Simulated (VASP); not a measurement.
**TiPdC4N4: single point with PBE**

TiPdC4N4:

```
Ti Pd C N
1.0
     5.89685    0.00000    0.00000
     0.00000    5.89685    0.00000
     0.00000    0.00000    5.89685
Ti Pd C N
1 1 4 4
Direct
  0.50000 0.50000 0.50000
  0.00000 0.00000 0.00000
  0.19469 0.19469 0.19469
  0.19469 0.80531 0.80531
  0.80531 0.19469 0.80531
  0.80531 0.80531 0.19469
  0.31176 0.31176 0.31176
  0.31176 0.68824 0.68824
  0.68824 0.31176 0.68824
  0.68824 0.68824 0.31176
```

```
Program             : VASP 6.6.1
Task                : single point
Functional          : PBE
Potentials or basis : VASP PAW PBE potentials, release 64 (Ti_sv, Pd, C, N)
Cutoff              : 520 eV
k mesh              : 4 × 4 × 4
Occupations         : gaussian, width 0.1 eV
Spin                : collinear spin
Starting moments    : [1.0, 0.0, 0.0, 0.0, 0.0, 0.0, 0.0, 0.0, 0.0, 0.0] μB
```

- Pressure: 0.2 GPa
- Largest force: 0.254 eV/Å
- Band gap on the k mesh: 0.98 eV (least direct gap 1.02 eV)
- Net moment: 0.00 μB per cell
- Valence electrons inside the program's atomic spheres: Ti 10.31; Pd 9.91; C 2.48; N 3.93

Forces on the atoms (eV/Å):
```
Ti   0.000  0.000  0.000
Pd   0.000  0.000  0.000
C   -0.147 -0.147 -0.147
C   -0.147  0.147  0.147
C    0.147 -0.147  0.147
C    0.147  0.147 -0.147
N    0.133  0.133  0.133
N    0.133 -0.133 -0.133
N   -0.133  0.133 -0.133
N   -0.133 -0.133  0.133
```

Levels at points of the mesh, in eV from the valence-band top:
Spin up:
| k point | band 27 | band 28 | band 29 | band 30 | band 31 | band 32 |
| --- | --- | --- | --- | --- | --- | --- |
| (0.00, 0.00, 0.00) | -0.13 | -0.13 | -0.13 | 1.16 | 1.16 | 2.02 |
| (0.50, 0.00, 0.00) | -0.47 | -0.11 | -0.11 | 0.99 | 1.40 | 2.24 |
| (0.50, 0.50, 0.00) | -0.33 | -0.04 | -0.04 | 0.98 | 1.40 | 2.22 |
| (0.50, 0.50, 0.50) | 0.00 | 0.00 | 0.00 | 1.23 | 1.23 | 2.13 |
Spin down:
```
           k point  band 27  band 28  band 29  band 30  band 31  band 32
(0.00, 0.00, 0.00)    -0.13    -0.13    -0.13     1.16     1.16     2.02
(0.50, 0.00, 0.00)    -0.47    -0.11    -0.11     0.99     1.40     2.24
(0.50, 0.50, 0.00)    -0.33    -0.04    -0.04     0.98     1.40     2.22
(0.50, 0.50, 0.50)     0.00     0.00     0.00     1.23     1.23     2.13
```

Wall time 2.7 min on 1 thread of Intel(R) Xeon(R) Platinum 8488C (Sapphire Rapids) (shared host), peak memory 0.48 GiB.

A k mesh can miss the band edges.
